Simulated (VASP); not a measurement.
Wanted: the native input for a VASP 6.6.1 run.

* Task: single point
* Functional: HSE06
* Potentials or basis: VASP PAW PBE potentials, release 64 (Ba_sv, Zr_sv, O)
* Cutoff: 520 eV
* k mesh: 4 × 4 × 4
* Occupations: gaussian, width 0.05 eV
* Spin: no spin polarisation
* Dipole correction: no
* Grid for exact exchange (PRECFOCK): Normal
* Further INCAR settings: ALGO = Normal; EDIFF = 1e-06; NBANDS = 28
* Share of exact exchange: 0.25
* Screening parameter: 0.2079 1/Å

Crystal: BaZrO3.

```
Ba Zr O
1.0
     4.22839    0.00000    0.00000
     0.00000    4.22839    0.00000
     0.00000    0.00000    4.22839
Ba Zr O
1 1 3
Cartesian
  0.0000 0.0000 0.0000
  2.1142 2.1142 2.1142
  0.0000 2.1142 2.1142
  2.1142 2.1142 0.0000
  2.1142 0.0000 2.1142
```

These files were run (other wordings do the same):

POSCAR

```
BaZrO3
1.0
    4.2283851526      0.0000000000      0.0000000000
    0.0000000000      4.2283851526      0.0000000000
    0.0000000000      0.0000000000      4.2283851526
Ba Zr O
1 1 3
Direct
    0.0000000000      0.0000000000      0.0000000000
    0.5000000000      0.5000000000      0.5000000000
    0.0000000000      0.5000000000      0.5000000000
    0.5000000000      0.5000000000      0.0000000000
    0.5000000000      0.0000000000      0.5000000000
```

INCAR.step1

```
ALGO     = Normal         # electronic algorithm
EDIFF    = 1E-5           # SCF threshold, eV
ENCUT    = 520            # plane-wave cutoff, eV
GGA      = PE             # functional
GGA_COMPAT= False        
ISIF     = 2              # what is computed and relaxed
ISMEAR   = 0              # smearing method
LASPH    = True           # aspherical terms in the spheres
LREAL    = False          # projectors in reciprocal space
LWAVE    = True           # write WAVECAR
NBANDS   = 28             # bands
NELM     = 120            # most SCF steps
PREC     = Accurate       # precision mode
SIGMA    = 0.05           # smearing width, eV
```

INCAR.step2

```
ALGO     = Normal         # electronic algorithm
EDIFF    = 1E-6           # SCF threshold, eV
ENCUT    = 520            # plane-wave cutoff, eV
GGA      = PE             # functional
GGA_COMPAT= False        
HFSCREEN = 0.2079         # screening, 1/A
ISIF     = 2              # what is computed and relaxed
ISMEAR   = 0              # smearing method
ISTART   = 1            
LASPH    = True           # aspherical terms in the spheres
LCHARG   = True           # write CHGCAR
LELF     = True           # ELF
LHFCALC  = True           # exact exchange
LREAL    = False          # projectors in reciprocal space
LVHAR    = True         
LWAVE    = False          # write WAVECAR
NBANDS   = 28             # bands
NELM     = 120            # most SCF steps
PREC     = Accurate       # precision mode
PRECFOCK = Normal       
SIGMA    = 0.05           # smearing width, eV
```

KPOINTS

```
k-points
0
Gamma
  4 4 4
```

Potentials or basis: VASP PAW PBE potentials, release 64 (Ba_sv, Zr_sv, O).

Launch:

```sh
$ cat potpaw_PBE.64/Ba_sv/POTCAR potpaw_PBE.64/Zr_sv/POTCAR potpaw_PBE.64/O/POTCAR > POTCAR
$ cp INCAR.step1 INCAR
$ mpirun -np 1 vasp_std > vasp.out
$ cp INCAR.step2 INCAR
$ mpirun -np 1 vasp_std > vasp.out
```

Results of the run:

```yaml
Pressure: -3.1 GPa
Band_gap_on_the_k_mesh: 4.60 eV (least direct gap 4.91 eV)
```

Caveat: the cell stands under tension; the PAW data sets were made with another functional, which shifts forces and pressure a little; spin-orbit coupling is left out, which moves the levels of the heavy elements.

It took 36 min on 1 thread of AMD EPYC 7R13 Processor (Zen 3) (shared host), peak memory 0.29 GiB.
